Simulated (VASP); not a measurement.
# Hf in VASP: single point with PBEsol+D3(BJ)

Aim: the single point of Hf with PBEsol+D3(BJ).

Program: VASP 6.6.1. These are calculated values, not measurements. Logs are shortened: lines on timing, memory, paths and dates and some standing lists are left out, and cuts for length are marked.

## 1. The cell of the first run

The cell holds a slab with vacuum, 4 atoms: a = 3.124 Å, b = 3.124 Å, c = 27.435 Å, α = 90.00°, β = 90.00°, γ = 120.00°.

## 2. Single point, PBEsol+D3(BJ)

INCAR reads:

```
SYSTEM = Hf
PREC = Accurate ; ENCUT = 400
EDIFF = 1E-6 ; ISMEAR = 1
SIGMA = 0.1 ; LREAL = .False.
LASPH = .True. ; NELM = 120
ALGO = Normal ; ISIF = 2
LWAVE = .False. ; LCHARG = .False.
LDIPOL = .True. ; IDIPOL = 3
DIPOL = 0.5 0.5 0.388 ; GGA = PS
IVDW = 12 ; NBANDS = 28
GGA_COMPAT = .False. ; NELMDL = -8
```

KPOINTS reads:

```
regular mesh
0
Gamma
  12 12 1
  0 0 0
```

POSCAR reads:

```
Hf
1.0
    3.1238467834      0.0000000000      0.0000000000
   -1.5619233917      2.7053306720      0.0000000000
    0.0000000000      0.0000000000     27.4353847131
Hf
4
Direct
    0.3333333333      0.6666666667      0.2551449551
    0.6666666667      0.3333333333      0.3408984967
    0.3333333333      0.6666666667      0.4346479326
    0.6666666667      0.3333333333      0.5229350536
```

Potentials or basis: VASP PAW PBE potentials, release 64 (Hf_pv).

The run is started by

```
$ cat potpaw_PBE.64/Hf_pv/POTCAR > POTCAR
$ mpirun -np 1 vasp_std > vasp.out
```

OUTCAR:

```text
SYSTEM = Hf
   PREC = Accurate
   ENCUT = 400
   EDIFF = 1E-6
   ISMEAR = 1
   LREAL = .False.
   LASPH = .True.
   NELM = 120
   ISIF = 2
   GGA = PS
   IVDW = 12
   NELMDL = -8
 IVDW          = 12

 ion  position               nearest neighbor table
   1  0.333  0.667  0.255-   2 2.96   2 2.96   2 2.96
   2  0.667  0.333  0.341-   1 2.96   1 2.96   1 2.96   3 3.14   3 3.14   3 3.14
   3  0.333  0.667  0.435-   4 3.02   4 3.02   4 3.02   2 3.14   2 3.14   2 3.14
   4  0.667  0.333  0.523-   3 3.02   3 3.02   3 3.02

  LATTYP: Found a hexagonal cell.
 ALAT       =     3.1238467834
 C/A-ratio  =     8.7825641318

  Lattice vectors:

 A1 = (   3.1238467834,   0.0000000000,   0.0000000000)
 A2 = (  -1.5619233917,   2.7053306720,   0.0000000000)
 A3 = (   0.0000000000,   0.0000000000,  27.4353847131)

Analysis of symmetry for initial positions (statically):
=====================================================================
 Subroutine PRICEL returns:
 Original cell was already a primitive cell.

 Routine SETGRP: Setting up the symmetry group for a
 hexagonal supercell.

 Subroutine GETGRP returns: Found  6 space group operations
 (whereof  6 operations were pure point group operations)
 out of a pool of 24 trial point group operations.

The static configuration has the point symmetry C_3v.

Analysis of symmetry for dynamics (positions and initial velocities):
=====================================================================
 Subroutine PRICEL returns:
 Original cell was already a primitive cell.

 Routine SETGRP: Setting up the symmetry group for a
 hexagonal supercell.

 Subroutine GETGRP returns: Found  6 space group operations
 (whereof  6 operations were pure point group operations)
 out of a pool of 24 trial point group operations.

The dynamic configuration has the point symmetry C_3v.

 Subroutine INISYM returns: Found  6 space group operations
 (whereof  6 operations are pure point group operations),
 and found     1 'primitive' translations

----------------------------------------------------------------------------------------

                                     Primitive cell

  volume of cell :     231.8575

  direct lattice vectors                    reciprocal lattice vectors
     3.123846783  0.000000000  0.000000000     0.320118133  0.184820290  0.000000000
    -1.561923392  2.705330672  0.000000000     0.000000000  0.369640580  0.000000000
     0.000000000  0.000000000 27.435384713     0.000000000  0.000000000  0.036449279

  length of vectors
     3.123846783  3.123846783 27.435384713     0.369640580  0.369640580  0.036449279

  position of ions in fractional coordinates (direct lattice)
     0.333333333  0.666666667  0.255144955
     0.666666667  0.333333333  0.340898497
     0.333333333  0.666666667  0.434647933
     0.666666667  0.333333333  0.522935054

  ion indices of the primitive-cell ions
   primitive index   ion index
                 1           1
                 2           2
                 3           3
                 4           4

----------------------------------------------------------------------------------------

 KPOINTS: regular mesh

Automatic generation of k-mesh.
 Grid dimensions read from file:
 generate k-points for:   12   12    1

 Generating k-lattice:

  Cartesian coordinates                     Fractional coordinates (reciprocal lattice)
     0.026676511  0.015401691  0.000000000     0.083333333  0.000000000  0.000000000
     0.000000000  0.030803382  0.000000000     0.000000000  0.083333333  0.000000000
     0.000000000  0.000000000  0.036449279     0.000000000  0.000000000  1.000000000

  Length of vectors
     0.030803382  0.030803382  0.036449279

  Shift w.r.t. Gamma in fractional coordinates (k-lattice)
     0.000000000  0.000000000  0.000000000

 Subroutine IBZKPT returns following result:
 ===========================================

 Found     19 irreducible k-points:

 Following reciprocal coordinates:
            Coordinates               Weight
  0.000000  0.000000  0.000000      1.000000
  0.083333  0.000000  0.000000      6.000000
  0.166667  0.000000  0.000000      6.000000
  0.250000  0.000000  0.000000      6.000000
  0.333333  0.000000  0.000000      6.000000
  0.416667  0.000000  0.000000      6.000000
[... 11 lines left out ...]
  0.333333  0.250000  0.000000     12.000000
  0.333333  0.333333  0.000000      2.000000
   k-points           NKPTS =     19   k-points in BZ     NKDIM =     19   number of bands    NBANDS=     28
   number of dos      NEDOS =    301   number of ions     NIONS =      4
   total plane-waves  NPLWV =  72000
   dimension x,y,z NGX =    20 NGY =   20 NGZ =  180
   dimension x,y,z NGXF=    40 NGYF=   40 NGZF=  360
   ions per type =               4
   NGX,Y,Z   is equivalent  to a cutoff of  10.64, 10.64, 10.91 a.u.
   NGXF,Y,Z  is equivalent  to a cutoff of  21.29, 21.29, 21.81 a.u.
 SYSTEM =  Hf
   PREC   = accura    normal or accurate (medium, high low for compatibility)
   ISTART =      0    job   : 0-new  1-cont  2-samecut
   ICHARG =      2    charge: 1-file 2-atom 10-const
   ISPIN  =      1    spin polarized calculation?
   LNONCOLLINEAR =      F non collinear calculations
   LSORBIT =      F    spin-orbit coupling
   LASPH  =      T    aspherical Exc in radial PAW
   ENCUT  =  400.0 eV  29.40 Ry    5.42 a.u.   5.09  5.09 44.74*2*pi/ulx,y,z
   NELM   =    120;   NELMIN=  2; NELMDL= -8     # of ELM steps
   EDIFF  = 0.1E-05   stopping-criterion for ELM
   LREAL  =      F    real-space projection
   EDIFFG = 0.1E-04   stopping-criterion for IOM
   NSW    =      0    number of steps for IOM
   IBRION =     -1    ionic relax: 0-MD 1-quasi-New 2-CG
   NFREE  =      0    steps in history (QN), initial steepest desc. (CG)
   ISIF   =      2    stress and relaxation
   ISYM   =      2    0-nonsym 1-usesym 2-fastsym
   POTIM  = 0.5000    time-step for ionic-motion
   TEBEG  =    0.0;   TEEND  =   0.0 temperature during run
   PSTRESS=    0.0 pullay stress
   NELECT =      40.0000    total number of electrons
   NUPDOWN=      -1.0000    fix difference up-down
   EMIN   =  10.00;   EMAX   =-10.00  energy-range for DOS
   EFERMI =   0.00;   METHOD = LEGACY
   ISMEAR =     1;   SIGMA  =   0.10  broadening in eV -4-tet -1-fermi 0-gaus
   EFERMI_NEDOS =   21; number of points for ismear=-14 and -15
   IALGO  =     38    algorithm
   IMIX   =      4    mixing-type and parameters
     AMIX     =   0.40;   BMIX     =  1.00
     AMIX_MAG =   1.60;   BMIX_MAG =  1.00
  volume/ion in A,a.u.               =      57.96       391.16
  Fermi-wavevector in a.u.,A,eV,Ry     =   0.911355  1.722212 11.300573  0.830569
  Thomas-Fermi vector in A             =   2.035625
   LORBIT       =      0    0 simple, 1 ext, 2 COOP (PROOUT), +10 PAW based schemes
   GGA     = PS    functional components
   LHFCALC =     F    Hartree Fock is set to
   AEXX    =    0.0000 exact exchange contribution
   IVDW    =    12    specifies the selected vdW correction
   LEPSILON=     F    determine dielectric tensor
   LRPA    =     F    only Hartree local field effects (RPA)
 non-spin polarized calculation
 Methfessel and Paxton  Order N= 1 SIGMA  =   0.10
  energy-cutoff  :      400.00
  volume of cell :      231.86
 maximum number of plane-waves:      4241
   NGX = 11   NGY = 11   NGZ = 89

 dipolmoment           0.000000      0.000000     -0.056591 electrons x Angstroem

 number of electron      39.9999992 magnetization

 dipolmoment           0.000000      0.000000      0.002461 electrons x Angstroem

 Free energy of the ion-electron system (eV)
  ---------------------------------------------------
  ext. energy  EPLUGINS =         0.00000000
  ---------------------------------------------------
  free energy    TOTEN  =       -39.94606946 eV

  energy without entropy =      -39.93966740  energy(sigma->0) =      -39.94393544

 E-fermi :  -0.9131     XC(G=0):  -5.0152

 val. band max:       -0.9136263552   @ k =   0.3333   0.1667   0.0000
 cond. band min:      -0.9014848038   @ k =   0.3333   0.0833   0.0000
 fundamental gap:      0.0121415514
 Fermi energy:        -0.9130679714

 k-point     1 :       0.0000    0.0000    0.0000
  band No.  band energies     occupation
      1     -31.8890      2.00000
      2     -31.8008      2.00000
      3     -31.2222      2.00000
      4     -31.1897      2.00000
      5     -31.1897      2.00000
      6     -31.1433      2.00000
[... 20 lines left out ...]
     27       0.5896     -0.00000
     28       0.9113     -0.00000

 k-point     2 :       0.0833    0.0000    0.0000
  band No.  band energies     occupation
      1     -31.8733      2.00000
      2     -31.7924      2.00000
      3     -31.2729      2.00000
      4     -31.2219      2.00000
      5     -31.2015      2.00000
      6     -31.1670      2.00000
[... 20 lines left out ...]
     27       0.6393     -0.00000
     28       0.8275     -0.00000

 k-point     3 :       0.1667    0.0000    0.0000
  band No.  band energies     occupation
      1     -31.8311      2.00000
      2     -31.7714      2.00000
      3     -31.4038      2.00000
      4     -31.3566      2.00000
      5     -31.2338      2.00000
      6     -31.1892      2.00000
[... 20 lines left out ...]
     27       0.9717     -0.00000
     28       1.1262      0.00000

 k-point     4 :       0.2500    0.0000    0.0000
  band No.  band energies     occupation
      1     -31.7787      2.00000
      2     -31.7504      2.00000
      3     -31.5750      2.00000
      4     -31.5353      2.00000
      5     -31.2775      2.00000
      6     -31.2454      2.00000
[... 20 lines left out ...]
     27       1.4639      0.00000
     28       1.7882      0.00000

 k-point     5 :       0.3333    0.0000    0.0000
  band No.  band energies     occupation
      1     -31.7837      2.00000
      2     -31.7592      2.00000
      3     -31.7110      2.00000
      4     -31.6780      2.00000
      5     -31.3369      2.00000
      6     -31.3207      2.00000
[... 20 lines left out ...]
     27       2.1071      0.00000
     28       2.1914      0.00000

 k-point     6 :       0.4167    0.0000    0.0000
  band No.  band energies     occupation
      1     -31.8853      2.00000
      2     -31.8526      2.00000
      3     -31.7500      2.00000
      4     -31.6967      2.00000
      5     -31.3883      2.00000
      6     -31.3521      2.00000
[... 308 lines left out ...]
      5     -31.4914      2.00000
      6     -31.4582      2.00000
[... 20 lines left out ...]
     27       2.3538      0.00000
     28       3.1602      0.00000

 k-point    17 :       0.2500    0.2500    0.0000
  band No.  band energies     occupation
      1     -31.7981      2.00000
      2     -31.7741      2.00000
      3     -31.6910      2.00000
      4     -31.6667      2.00000
      5     -31.5354      2.00000
      6     -31.4932      2.00000
[... 20 lines left out ...]
     27       2.1113      0.00000
     28       2.5432      0.00000

 k-point    18 :       0.3333    0.2500    0.0000
  band No.  band energies     occupation
      1     -31.8011      2.00000
      2     -31.7735      2.00000
      3     -31.6916      2.00000
      4     -31.6632      2.00000
      5     -31.5941      2.00000
      6     -31.5617      2.00000
[... 20 lines left out ...]
     27       2.2777      0.00000
     28       3.0633      0.00000

 k-point    19 :       0.3333    0.3333    0.0000
  band No.  band energies     occupation
      1     -31.7328      2.00000
      2     -31.7130      2.00000
      3     -31.6968      2.00000
      4     -31.6650      2.00000
      5     -31.6610      2.00000
      6     -31.6516      2.00000
[... 20 lines left out ...]
     27       2.3937      0.00000
     28       3.2133      0.00000

------------------------ aborting loop because EDIFF is reached ----------------------------------------

 vacuum level on the upper side and lower side of the slab       (xc-potential included)         0.022        -0.032

 Edisp (eV)   -1.50936

 E8    (eV) :    -1.1619

  FORCE on cell =-STRESS in cart. coord.  units (eV):
  Direction    XX          YY          ZZ          XY          YZ          ZX
  --------------------------------------------------------------------------------------
  -------------------------------------------------------------------------------------
  Total      -1.70767    -1.70767    -1.32073     0.00000     0.00000    -0.00000
  in kB     -11.80029   -11.80029    -9.12648     0.00000     0.00000    -0.00000
  external pressure =      -10.91 kB  Pullay stress =        0.00 kB

 VOLUME and BASIS-vectors are now :
 -----------------------------------------------------------------------------
  energy-cutoff  :      400.00
  volume of cell :      231.86
      direct lattice vectors                 reciprocal lattice vectors
     3.123846783  0.000000000  0.000000000     0.320118133  0.184820290  0.000000000
    -1.561923392  2.705330672  0.000000000     0.000000000  0.369640580  0.000000000
     0.000000000  0.000000000 27.435384713     0.000000000  0.000000000  0.036449279

 POSITION                                       TOTAL-FORCE (eV/Angst)
 -----------------------------------------------------------------------------------
     -0.00000      1.80355      7.00000         0.000000     -0.000000      0.090168
      1.56192      0.90178      9.35268        -0.000000      0.000000     -0.116857
     -0.00000      1.80355     11.92473        -0.000000      0.000000      0.494416
      1.56192      0.90178     14.34692        -0.000000      0.000000     -0.467727
 -----------------------------------------------------------------------------------
    total drift:                                0.000000     -0.000000      0.001287

  FREE ENERGIE OF THE ION-ELECTRON SYSTEM (eV)
  ---------------------------------------------------
  free  energy   TOTEN  =       -41.4554320203 eV

  energy  without entropy=      -41.4490299618  energy(sigma->0) =      -41.45329800

 vacuum level on the upper side and lower side of the slab         3.659         3.605
```

Run time: 10 min. Hardware: 1 thread of AMD EPYC 7R43 (Zen 3), shared host; peak memory 0.24 GiB.

Results:

```
Free energy                : -41.4554 eV
Largest force              : 0.494 eV/Å
Band gap on the k mesh     : zero (bands 20 and 21 overlap by 1.34 eV)
Dispersion energy per atom : -0.377 eV
```

Forces in eV/Å, atoms in the order of the input:
```
Hf   0.000  0.000  0.090
Hf   0.000  0.000 -0.117
Hf   0.000  0.000  0.494
Hf   0.000  0.000 -0.468
```

Caveat: the PAW data sets were made with another functional, which shifts forces and pressure a little; spin-orbit coupling is left out, which moves the levels of the heavy elements.
